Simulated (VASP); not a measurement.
# Tl (P6_3/mmc) in VASP: notebook

The runs below take Tl through single point, relaxation of shape and atoms at fixed volume, with PBEsol.

All numbers are computed with VASP 6.6.1; they aren't measurements. Logs are shortened: lines on timing, memory, paths and dates and some standing lists are left out, and cuts for length are marked.

## (1) The cell of the first run

Symmetry: P6_3/mmc, No. 194, hexagonal system. Conventional cell: a = 3.457 Å, b = 3.457 Å, c = 5.523 Å, α = 90.00°, β = 90.00°, γ = 120.00°. Within 4.5 Å of Tl (site symmetry -6m2) lie 12 Tl at 3.41 to 3.46 Å.

## (2) Single point, PBEsol

Input file INCAR:

```
PREC = Accurate
ENCUT = 520
EDIFF = 1E-6
ISMEAR = -1
SIGMA = 0.08
LREAL = False
LASPH = True
NELM = 100
ALGO = Normal
ISIF = 2
LWAVE = False
LCHARG = True
GGA = PS
LELF = True
LVHAR = True
NBANDS = 20
```

Input file KPOINTS:

```
regular mesh
0
Gamma
  14 14 8
```

Input file POSCAR:

```
Tl
1.0
    3.4572398773      0.0000000000      0.0000000000
   -1.7286199387      2.9940575607      0.0000000000
    0.0000000000      0.0000000000      5.5234773700
Tl
2
Direct
    0.3333333333      0.6666666667      0.2500000000
    0.6666666667      0.3333333333      0.7500000000
```

Potentials or basis: VASP PAW PBE potentials, release 64 (Tl_d).

On the command line:

```sh
$ cat potpaw_PBE.64/Tl_d/POTCAR > POTCAR
$ mpirun -np 1 vasp_std > vasp.out
```

OUTCAR:

```text
PREC = Accurate
   ENCUT = 520
   EDIFF = 1E-6
   ISMEAR = -1
   LREAL = False
   LASPH = True
   NELM = 100
   ISIF = 2
   GGA = PS

 ion  position               nearest neighbor table
   1  0.333  0.667  0.250-   2 3.41   2 3.41   2 3.41   2 3.41   2 3.41   2 3.41
   2  0.667  0.333  0.750-   1 3.41   1 3.41   1 3.41   1 3.41   1 3.41   1 3.41

  LATTYP: Found a hexagonal cell.
 ALAT       =     3.4572398773
 C/A-ratio  =     1.5976552296

  Lattice vectors:

 A1 = (   3.4572398773,   0.0000000000,   0.0000000000)
 A2 = (  -1.7286199387,   2.9940575607,   0.0000000000)
 A3 = (   0.0000000000,   0.0000000000,   5.5234773700)

Analysis of symmetry for initial positions (statically):
=====================================================================
 Subroutine PRICEL returns:
 Original cell was already a primitive cell.

 Routine SETGRP: Setting up the symmetry group for a
 hexagonal supercell.

 Subroutine GETGRP returns: Found 24 space group operations
 (whereof 12 operations were pure point group operations)
 out of a pool of 24 trial point group operations.

The static configuration has the point symmetry D_3d.
 The point group associated with its full space group is D_6h.

Analysis of symmetry for dynamics (positions and initial velocities):
=====================================================================
 Subroutine PRICEL returns:
 Original cell was already a primitive cell.

 Routine SETGRP: Setting up the symmetry group for a
 hexagonal supercell.

 Subroutine GETGRP returns: Found 24 space group operations
 (whereof 12 operations were pure point group operations)
 out of a pool of 24 trial point group operations.

The dynamic configuration has the point symmetry D_3d.
 The point group associated with its full space group is D_6h.

 Subroutine INISYM returns: Found 24 space group operations
 (whereof 12 operations are pure point group operations),
 and found     1 'primitive' translations

----------------------------------------------------------------------------------------

                                     Primitive cell

  volume of cell :      57.1745

  direct lattice vectors                    reciprocal lattice vectors
     3.457239877  0.000000000  0.000000000     0.289248081  0.166997457  0.000000000
    -1.728619939  2.994057561  0.000000000     0.000000000  0.333994915  0.000000000
[... 79 lines left out ...]
   ISPIN  =      1    spin polarized calculation?
   LNONCOLLINEAR =      F non collinear calculations
   LSORBIT =      F    spin-orbit coupling
   LASPH  =      T    aspherical Exc in radial PAW
   ENCUT  =  520.0 eV  38.22 Ry    6.18 a.u.   6.43  6.43 10.27*2*pi/ulx,y,z
   NELM   =    100;   NELMIN=  2; NELMDL= -5     # of ELM steps
   EDIFF  = 0.1E-05   stopping-criterion for ELM
   LREAL  =      F    real-space projection
   EDIFFG = 0.1E-04   stopping-criterion for IOM
   NSW    =      0    number of steps for IOM
   IBRION =     -1    ionic relax: 0-MD 1-quasi-New 2-CG
   NFREE  =      0    steps in history (QN), initial steepest desc. (CG)
   ISIF   =      2    stress and relaxation
   ISYM   =      2    0-nonsym 1-usesym 2-fastsym
   POTIM  = 0.5000    time-step for ionic-motion
   TEBEG  =    0.0;   TEEND  =   0.0 temperature during run
   PSTRESS=    0.0 pullay stress
   NELECT =      26.0000    total number of electrons
   NUPDOWN=      -1.0000    fix difference up-down
   EMIN   =  10.00;   EMAX   =-10.00  energy-range for DOS
   EFERMI =   0.00;   METHOD = LEGACY
   ISMEAR =    -1;   SIGMA  =   0.08  broadening in eV -4-tet -1-fermi 0-gaus
   EFERMI_NEDOS =   21; number of points for ismear=-14 and -15
   IALGO  =     38    algorithm
   IMIX   =      4    mixing-type and parameters
     AMIX     =   0.40;   BMIX     =  1.00
     AMIX_MAG =   1.60;   BMIX_MAG =  1.00
  volume/ion in A,a.u.               =      28.59       192.92
  Fermi-wavevector in a.u.,A,eV,Ry     =   1.258921  2.379016 21.563635  1.584882
  Thomas-Fermi vector in A             =   2.392507
   LORBIT       =      0    0 simple, 1 ext, 2 COOP (PROOUT), +10 PAW based schemes
   GGA     = PS    functional components
   LHFCALC =     F    Hartree Fock is set to
   AEXX    =    0.0000 exact exchange contribution
   IVDW    =     0    specifies the selected vdW correction
   LEPSILON=     F    determine dielectric tensor
   LRPA    =     F    only Hartree local field effects (RPA)
 non-spin polarized calculation
  energy-cutoff  :      520.00
  volume of cell :       57.17
 maximum number of plane-waves:      1566
 NGX is ok and might be reduce to    28
   NGX = 13   NGY = 13   NGZ = 21

 number of electron      26.0000003 magnetization

 Free energy of the ion-electron system (eV)
  ---------------------------------------------------
  ext. energy  EPLUGINS =         0.00000000
  ---------------------------------------------------
  free energy    TOTEN  =        -5.26576096 eV

  energy without entropy =       -5.24452774  energy(sigma->0) =       -5.25514435

 E-fermi :   6.4149     XC(G=0): -10.3682

 val. band max:        6.4137410904   @ k =   0.4286  -0.0000   0.2500
 cond. band min:       6.4346633044   @ k =   0.2857   0.1429   0.5000
 fundamental gap:      0.0209222140
 Fermi energy:         6.4148565780

 k-point     1 :       0.0000    0.0000    0.0000
  band No.  band energies     occupation
      1      -5.3611      2.00000
      2      -5.1252      2.00000
      3      -5.1050      2.00000
      4      -5.1050      2.00000
      5      -5.0508      2.00000
      6      -5.0508      2.00000
[... 541 lines left out ...]
     19      13.0225      0.00000
     20      20.7639      0.00000

 [... further k-points ...]

------------------------ aborting loop because EDIFF is reached ----------------------------------------

  FORCE on cell =-STRESS in cart. coord.  units (eV):
  Direction    XX          YY          ZZ          XY          YZ          ZX
  --------------------------------------------------------------------------------------
  -------------------------------------------------------------------------------------
  Total       -0.0186970     -0.0186970     -0.0180817      0.0000000     -0.0000000      0.0000000
  in kB       -0.5239379     -0.5239379     -0.5066950      0.0000000     -0.0000000      0.0000000
  external PRESSURE =      -0.5181903 kB  Pullay stress =       0.0000000 kB

 VOLUME and BASIS-vectors are now :
 -----------------------------------------------------------------------------
  energy-cutoff  :      520.00
  volume of cell :       57.17
      direct lattice vectors                 reciprocal lattice vectors
     3.457239877  0.000000000  0.000000000     0.289248081  0.166997457  0.000000000
    -1.728619939  2.994057561  0.000000000     0.000000000  0.333994915  0.000000000
     0.000000000  0.000000000  5.523477370     0.000000000  0.000000000  0.181045369

 POSITION                                       TOTAL-FORCE (eV/Angst)
 -----------------------------------------------------------------------------------
     -0.00000      1.99604      1.38087         0.000000     -0.000000      0.000000
      1.72862      0.99802      4.14261         0.000000      0.000000      0.000000
 -----------------------------------------------------------------------------------
    total drift:                               -0.000000      0.000000     -0.000000

  FREE ENERGIE OF THE ION-ELECTRON SYSTEM (eV)
  ---------------------------------------------------
  free  energy   TOTEN  =        -5.2657609562 eV

  energy  without entropy=       -5.2445277386  energy(sigma->0) =       -5.25514435
```

OSZICAR:

```text
N       E                     dE             d eps       ncg     rms          rms(c)
DAV:   1     0.129224103519E+03    0.12922E+03   -0.14163E+04  4824   0.123E+03
DAV:   2    -0.279730369952E+01   -0.13202E+03   -0.12955E+03  5228   0.274E+02
DAV:   3    -0.532536987237E+01   -0.25281E+01   -0.25123E+01  5536   0.331E+01
DAV:   4    -0.534092226630E+01   -0.15552E-01   -0.15550E-01  5128   0.280E+00
DAV:   5    -0.534112837604E+01   -0.20611E-03   -0.20611E-03  5368   0.324E-01    0.305E+00
DAV:   6    -0.527754155962E+01    0.63587E-01   -0.10927E-01  5084   0.257E+00    0.215E+00
DAV:   7    -0.526660545923E+01    0.10936E-01   -0.40627E-02  5164   0.155E+00    0.842E-01
DAV:   8    -0.526575677452E+01    0.84868E-03   -0.25567E-03  5076   0.387E-01    0.482E-02
DAV:   9    -0.526575875809E+01   -0.19836E-05   -0.15775E-05  5300   0.341E-02    0.132E-02
DAV:  10    -0.526576087708E+01   -0.21190E-05   -0.23467E-06  4212   0.135E-02    0.129E-03
DAV:  11    -0.526576095622E+01   -0.79141E-07   -0.32569E-07  2548   0.451E-03
   1 F= -.52657610E+01 E0= -.52551443E+01  d E =-.212332E-01
```

stdout:

```text
POSCAR found type information on POSCAR Tl
 POSCAR found :  1 types and       2 ions
 scaLAPACK will be used
 -----------------------------------------------------------------------------
|                                                                             |
|                                                                             |
|     You enforced a specific xc type in the INCAR file but a different       |
|     I HOPE YOU KNOW WHAT YOU ARE DOING!                                     |
|                                                                             |
 -----------------------------------------------------------------------------

 LDA part: xc-table for (Slater+PW92), standard interpolation
 POSCAR, INCAR and KPOINTS ok, starting setup
 FFT: planning ... GRIDC
 FFT: planning ... GRID_SOFT
 FFT: planning ... GRID
 WAVECAR not read
 entering main loop
```

Run time: 62 s. Hardware: 1 thread of Intel Xeon Platinum 8488C (Sapphire Rapids), shared host; peak memory 0.24 GiB.

Results:

```yaml
Free_energy: -5.2658 eV
Pressure: -0.1 GPa
Band_gap_on_the_k_mesh: zero (band 13 reaches 9.88 eV, above the bottom of band 14 at 4.08 eV)
```

Levels at points of the mesh, in eV from the Fermi level:
| k point | band 11 | band 12 | band 13 | band 14 | band 15 | band 16 |
| --- | --- | --- | --- | --- | --- | --- |
| (0.00, 0.00, 0.00) | -10.10 | -5.14 | -2.90 | 7.93 | 7.93 | 10.02 |
| (0.50, 0.00, 0.00) | -5.82 | -4.74 | -0.74 | 0.47 | 1.30 | 3.75 |
| (0.00, 0.00, 0.50) | -8.66 | -8.66 | 3.32 | 3.32 | 8.91 | 8.91 |
| (0.50, 0.00, 0.50) | -4.76 | -4.76 | -2.33 | -2.33 | 5.51 | 5.51 |

Caveat: the PAW data sets were made with another functional, which shifts forces and pressure a little; spin-orbit coupling is left out, which moves the levels of the heavy elements.

## (3) Relaxation of shape and atoms at fixed volume, PBEsol

This run uses another cell than the first one, of 12.86 Å³/atom, 0.450 times its volume.

Input file INCAR:

```
ALGO     = Normal         # electronic algorithm
EDIFF    = 1E-6           # SCF threshold, eV
EDIFFG   = -0.005         # ionic threshold
ENCUT    = 600            # plane-wave cutoff, eV
GGA      = PS             # functional
IBRION   = 2              # ionic algorithm
ISIF     = 4              # what is computed and relaxed
ISMEAR   = -1             # smearing method
LASPH    = True           # aspherical terms in the spheres
LCHARG   = False          # write CHGCAR
LREAL    = False          # projectors in reciprocal space
LWAVE    = False          # write WAVECAR
NELM     = 80             # most SCF steps
NSW      = 50             # ionic steps
PREC     = Accurate       # precision mode
SIGMA    = 0.08           # smearing width, eV
```

Input file KPOINTS:

```
k-points
0
Gamma
  14 14 8
```

Input file POSCAR:

```
Tl
1.0
    2.6493155280      0.0000000000      0.0000000000
   -1.3246577640      2.2943745499      0.0000000000
    0.0000000000      0.0000000000      4.2326928083
Tl
2
Direct
    0.3333333333      0.6666666667      0.2500000000
    0.6666666667      0.3333333333      0.7500000000
```

Potentials or basis: VASP PAW PBE potentials, release 64 (Tl_d).

On the command line:

```sh
$ cat potpaw_PBE.64/Tl_d/POTCAR > POTCAR
$ mpirun -np 1 vasp_std > vasp.out
```

It took 70 s on 1 thread of Intel Xeon Platinum 8488C (Sapphire Rapids), shared host; peak memory 0.19 GiB.

The run converged. Its results:

| Item | Value |
| --- | --- |
| Free energy | 5.7020 eV |
| Energy gained by relaxing | 5.6 meV/atom |
| Ionic steps | 4 |
| Pressure after relaxing | 257.9 GPa |
| Band gap on the k mesh | zero (band 13 reaches 26.73 eV, above the bottom of band 14 at 17.23 eV) |

The path:
```tsv
step	energy change (eV)	largest force (eV/Å)	pressure (GPa)	volume (Å³)
1	0.0000	0.0000	257.98	25.73
2	-0.0081	0.0000	258.02	25.73
3	-0.0112	0.0000	257.93	25.73
4	-0.0113	0.0000	257.93	25.73
```

Final structure:
```xyz
2
Lattice="2.6287 0.0000 0.0000 -1.3144 2.2765 0.0000 0.0000 0.0000 4.2992" Properties=species:S:1:pos:R:3 pbc="T T T"
Tl    0.0000    1.5177    1.0748
Tl    1.3144    0.7588    3.2244
```

Levels at points of the mesh, in eV from the Fermi level:
| k point | band 10 | band 11 | band 12 | band 13 | band 14 | band 15 | band 16 | band 17 |
| --- | --- | --- | --- | --- | --- | --- | --- | --- |
| (0.00, 0.00, 0.00) | -13.02 | -13.02 | -8.98 | -4.81 | 8.70 | 10.60 | 11.33 | 13.82 |
| (0.50, 0.00, 0.00) | -12.52 | -8.36 | -6.94 | -0.70 | 0.79 | 1.49 | 4.12 | 5.83 |
| (0.00, 0.00, 0.50) | -13.58 | -13.58 | -13.58 | 5.44 | 5.44 | 9.10 | 9.10 | 13.66 |
| (0.50, 0.00, 0.50) | -12.62 | -7.56 | -7.56 | -3.51 | -3.51 | 8.15 | 8.15 | 8.25 |

Caveat: the PAW data sets were made with another functional, which shifts forces and pressure a little; spin-orbit coupling is left out, which moves the levels of the heavy elements.
